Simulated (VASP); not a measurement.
# SiMo3 (Pm-3m) in VASP: a series of runs, part 2 of 2

VASP 6.6.1. The steps go on from the part before.

## 3. Single point, PBE

This run uses another cell than the first one, of 15.00 Å³/atom.

File INCAR:

```
SYSTEM = SiMo3
ALGO = Fast
EDIFF = 1E-6
ENCUT = 520
GGA = PE
ISIF = 2
ISMEAR = 0
LASPH = .TRUE.
LCHARG = .FALSE.
LREAL = .FALSE.
LWAVE = .FALSE.
NBANDS = 31
NELM = 100
PREC = Accurate
SIGMA = 0.1
```

File KPOINTS:

```
k-points
0
G
  12 12 12
  0 0 0
```

File POSCAR:

```
SiMo3
1.0
    3.9151197842      0.0000000000      0.0000000000
    0.0000000000      3.9151197842      0.0000000000
    0.0000000000      0.0000000000      3.9151197842
Si Mo
1 3
Direct
    0.0000000000      0.0000000000      0.0000000000
    0.0000000000      0.5000000000      0.5000000000
    0.5000000000      0.0000000000      0.5000000000
    0.5000000000      0.5000000000      0.0000000000
```

Potentials or basis: VASP PAW PBE potentials, release 64 (Si, Mo_sv).

The run is started by

```bash
cat potpaw_PBE.64/Si/POTCAR potpaw_PBE.64/Mo_sv/POTCAR > POTCAR
mpirun -np 1 vasp_std > vasp.out
```

OUTCAR:

```text
SYSTEM = SiMo3
   EDIFF = 1E-6
   ENCUT = 520
   GGA = PE
   ISIF = 2
   ISMEAR = 0
   LASPH = .TRUE.
   LREAL = .FALSE.
   NELM = 100
   PREC = Accurate

 ion  position               nearest neighbor table
   1  0.000  0.000  0.000-   2 2.77   3 2.77   4 2.77   2 2.77   3 2.77   2 2.77   4 2.77   2 2.77
                             3 2.77   4 2.77   3 2.77   4 2.77
   2  0.000  0.500  0.500-   1 2.77   3 2.77   4 2.77   1 2.77   4 2.77   1 2.77   3 2.77   1 2.77
                             3 2.77   4 2.77   4 2.77   3 2.77
[... 1023 lines left out ...]
  --------------------------------------------------------------------------------------
  -------------------------------------------------------------------------------------
  Total        0.1398160      0.1398160      0.1398160      0.0000000     -0.0000000     -0.0000000
  in kB        3.7327792      3.7327792      3.7327792      0.0000000     -0.0000000     -0.0000000
  external PRESSURE =       3.7327792 kB  Pullay stress =       0.0000000 kB

 VOLUME and BASIS-vectors are now :
 -----------------------------------------------------------------------------
  energy-cutoff  :      520.00
  volume of cell :       60.01
      direct lattice vectors                 reciprocal lattice vectors
     3.915119784  0.000000000  0.000000000     0.255420027  0.000000000  0.000000000
     0.000000000  3.915119784  0.000000000     0.000000000  0.255420027  0.000000000
     0.000000000  0.000000000  3.915119784     0.000000000  0.000000000  0.255420027

 POSITION                                       TOTAL-FORCE (eV/Angst)
 -----------------------------------------------------------------------------------
      0.00000      0.00000      0.00000         0.000000      0.000000      0.000000
      0.00000      1.95756      1.95756         0.000000      0.000000      0.000000
      1.95756      0.00000      1.95756         0.000000      0.000000      0.000000
      1.95756      1.95756      0.00000         0.000000      0.000000      0.000000
 -----------------------------------------------------------------------------------
    total drift:                                0.000000      0.000000     -0.000000

  FREE ENERGIE OF THE ION-ELECTRON SYSTEM (eV)
  ---------------------------------------------------
  free  energy   TOTEN  =       -38.1070076061 eV

  energy  without entropy=      -38.0898221346  energy(sigma->0) =      -38.09841487
```

OSZICAR:

```text
N       E                     dE             d eps       ncg     rms          rms(c)
DAV:   1     0.510750492734E+03    0.51075E+03   -0.28114E+04  5224   0.151E+03
DAV:   2    -0.248458372873E+02   -0.53560E+03   -0.51890E+03  5852   0.473E+02
DAV:   3    -0.399212938271E+02   -0.15075E+02   -0.14447E+02  6571   0.770E+01
DAV:   4    -0.401084479906E+02   -0.18715E+00   -0.18654E+00  5657   0.774E+00
DAV:   5    -0.401114885338E+02   -0.30405E-02   -0.30380E-02  6427   0.933E-01    0.268E+01
RMM:   6    -0.382213872685E+02    0.18901E+01   -0.51198E+00  5325   0.130E+01    0.806E+00
RMM:   7    -0.381250676504E+02    0.96320E-01   -0.12724E+00  5727   0.516E+00    0.171E+00
RMM:   8    -0.381064966608E+02    0.18571E-01   -0.11642E-01  5924   0.185E+00    0.622E-01
RMM:   9    -0.381067183894E+02   -0.22173E-03   -0.32110E-02  6224   0.845E-01    0.360E-01
RMM:  10    -0.381068799243E+02   -0.16153E-03   -0.56832E-03  6294   0.434E-01    0.114E-01
RMM:  11    -0.381069999823E+02   -0.12006E-03   -0.11699E-03  6580   0.183E-01    0.597E-02
RMM:  12    -0.381070060406E+02   -0.60583E-05   -0.21936E-04  6531   0.792E-02    0.116E-02
RMM:  13    -0.381070078200E+02   -0.17795E-05   -0.35905E-05  6594   0.337E-02    0.923E-03
RMM:  14    -0.381070076061E+02    0.21393E-06   -0.72062E-06  5393   0.153E-02
   1 F= -.38107008E+02 E0= -.38098415E+02  d E =-.171855E-01
```

Wall time 80 s (1 thread of AMD EPYC 9R45 (Zen 5), shared host); peak memory 0.22 GiB.

What came out:

```
Free energy            : -38.1070 eV
Pressure               : 0.4 GPa
Band gap on the k mesh : zero (bands 23 and 24 overlap by 1.16 eV)
```

## 4. Relaxation of cell and atoms, PBE

This run uses another cell than the first one, of 14.98 Å³/atom.

File INCAR:

```
SYSTEM = SiMo3
  PREC = Accurate
  ENCUT = 600
  EDIFF = 1E-6
  ISMEAR = 0
  SIGMA = 0.1
  LREAL = .False.
  LASPH = .True.
  NELM = 100
  ALGO = Fast
  ISIF = 3
  LWAVE = .False.
  LCHARG = .False.
  GGA = PE
  IBRION = 2
  NSW = 100
  EDIFFG = -0.01
```

File KPOINTS:

```
regular mesh
0
Gamma
  12 12 12
  0 0 0
```

File POSCAR:

```
SiMo3
1.0
    3.9131457671      0.0000000000      0.0000000000
    0.0000000000      3.9131457671      0.0000000000
    0.0000000000      0.0000000000      3.9131457671
Si Mo
1 3
Direct
    0.0000000000      0.0000000000      0.0000000000
    0.0000000000      0.5000000000      0.5000000000
    0.5000000000      0.0000000000      0.5000000000
    0.5000000000      0.5000000000      0.0000000000
```

The run is started by

```bash
cat potpaw_PBE.64/Si/POTCAR potpaw_PBE.64/Mo_sv/POTCAR > POTCAR
mpirun -np 1 vasp_std > vasp.out
```

Wall time 3.4 min (1 thread of AMD EPYC 9R45 (Zen 5), shared host); peak memory 0.24 GiB.

It converged, with:

```yaml
Free_energy: -38.1076 eV
Relaxed_volume: 15.02 Å³/atom
Relaxed_cell: a = 3.917 Å, b = 3.917 Å, c = 3.917 Å, α = 90.00°, β = 90.00°, γ = 90.00°
Space_group_after_relaxing_to_0.1_Å: Pm-3m (No. 221)
Energy_gained_by_relaxing: 0.1 meV/atom
Ionic_steps: 3
Pressure_after_relaxing: 0.0 GPa
Band_gap_on_the_k_mesh: zero (bands 23 and 24 overlap by 1.16 eV)
```

Step by step:
| step | energy change (eV) | largest force (eV/Å) | pressure (GPa) | volume (Å³) |
| --- | --- | --- | --- | --- |
| 1 | 0.0000 | 0.0000 | 0.64 | 59.92 |
| 2 | 0.0012 | 0.0000 | -1.39 | 60.44 |
| 3 | -0.0003 | 0.0000 | 0.02 | 60.08 |

Final structure:
```
Si Mo
1.0
     3.91671    0.00000    0.00000
     0.00000    3.91671    0.00000
     0.00000    0.00000    3.91671
Si Mo
1 3
Direct
  0.00000 0.00000 0.00000
  0.00000 0.50000 0.50000
  0.50000 0.00000 0.50000
  0.50000 0.50000 0.00000
```

Levels at points of the mesh, in eV from the Fermi level:
```csv
k point,band 20,band 21,band 22,band 23,band 24,band 25,band 26,band 27
"(0.00, 0.00, 0.00)",-0.92,-0.92,-0.92,0.04,0.04,0.04,2.30,2.30
"(0.50, 0.00, 0.00)",-1.36,-1.36,-1.28,-1.06,-0.04,0.32,0.32,0.86
"(0.50, 0.50, 0.00)",-2.52,-1.31,-1.31,-0.08,-0.06,-0.06,-0.01,0.67
"(0.50, 0.50, 0.50)",-1.61,-1.61,-1.61,-0.12,-0.12,-0.12,0.91,0.91
```

## 5. Overview

```csv
task,cell,k mesh,cutoff (eV),gap on the mesh (eV),pressure (GPa)
single point,"a = 3.867 Å, 4 atoms",6 × 6 × 6,520,none,9.9
single point,"a = 3.915 Å, 4 atoms",12 × 12 × 12,520,none,0.4
relaxation of cell and atoms,"relaxed from a = 3.913 Å, 4 atoms",12 × 12 × 12,600,none,0.0
```

Alike in all rows: level PBE; potentials or basis VASP PAW PBE potentials, release 64 (Si, Mo_sv); no spin polarisation; smearing gaussian 0.1 eV.

Caveats: the cell stands under pressure (at least some runs).

Absolute energies hang on the potentials; compare differences alone.
